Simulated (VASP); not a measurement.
Set up this calculation in VASP 6.6.1, as the native input.

```yaml
Task: single point
Functional: PBE
Potentials_or_basis: VASP PAW PBE potentials, release 64 (Ge_d, N)
Cutoff: 600 eV
k_mesh: 6 × 6 × 8
Occupations: fermi-dirac, width 0.02 eV
Spin: no spin polarisation
Dipole_correction: no
Further_INCAR_settings: ALGO = Normal; EDIFF = 1e-06; NBANDS = 75
```

The structure of Ge3N4 lies in POSCAR:

```
Ge3N4
1.0
    8.0439274434      0.0000000000      0.0000000000
   -4.0219637217      6.9662455122      0.0000000000
    0.0000000000      0.0000000000      3.0800560706
Ge N
6 8
Direct
    0.8286382129      0.2349383835      0.7500000000
    0.5936998293      0.8286382129      0.2500000000
    0.2349383835      0.4063001707      0.2500000000
    0.7650616165      0.5936998293      0.7500000000
    0.4063001707      0.1713617871      0.7500000000
    0.1713617871      0.7650616165      0.2500000000
    0.6666666667      0.3333333333      0.7500000000
    0.3333333333      0.6666666667      0.2500000000
    0.6693909105      0.9722062412      0.7500000000
    0.6971846693      0.6693909105      0.2500000000
    0.9722062412      0.3028153307      0.2500000000
    0.0277937588      0.6971846693      0.7500000000
    0.3306090895      0.0277937588      0.2500000000
    0.3028153307      0.3306090895      0.7500000000
```

One way to write it, as run:

INCAR

```
SYSTEM = Ge3N4
PREC     = Accurate       ! precision mode
ENCUT    = 600            ! plane-wave cutoff, eV
EDIFF    = 1E-6           ! SCF threshold, eV
ISMEAR   = -1             ! smearing method
SIGMA    = 0.02           ! smearing width, eV
LREAL    = .False.        ! projectors in reciprocal space
LASPH    = .True.         ! aspherical terms in the spheres
NELM     = 120            ! most SCF steps
ALGO     = Normal         ! electronic algorithm
ISIF     = 2              ! what is computed and relaxed
LWAVE    = .False.        ! write WAVECAR
LCHARG   = .True.         ! write CHGCAR
GGA      = PE             ! functional
LELF     = .True.         ! ELF
LVHAR    = .True.       
NBANDS   = 75             ! bands
GGA_COMPAT= .False.
```

KPOINTS

```
Automatic mesh
0
Gamma
  6 6 8
  0 0 0
```

Potentials or basis: VASP PAW PBE potentials, release 64 (Ge_d, N).

Launch:

```bash
$ cat potpaw_PBE.64/Ge_d/POTCAR potpaw_PBE.64/N/POTCAR > POTCAR
$ mpirun -np 1 vasp_std > vasp.out
```

It gave:

The pressure is 5.7 GPa. The largest force is 0.059 eV/Å and the band gap on the k mesh is 2.20 eV.

Caveat: the cell stands under pressure.

It took 8.6 min on 1 thread of Intel(R) Xeon(R) Platinum 8488C (Sapphire Rapids), on a shared host, peak memory 0.6 GiB.
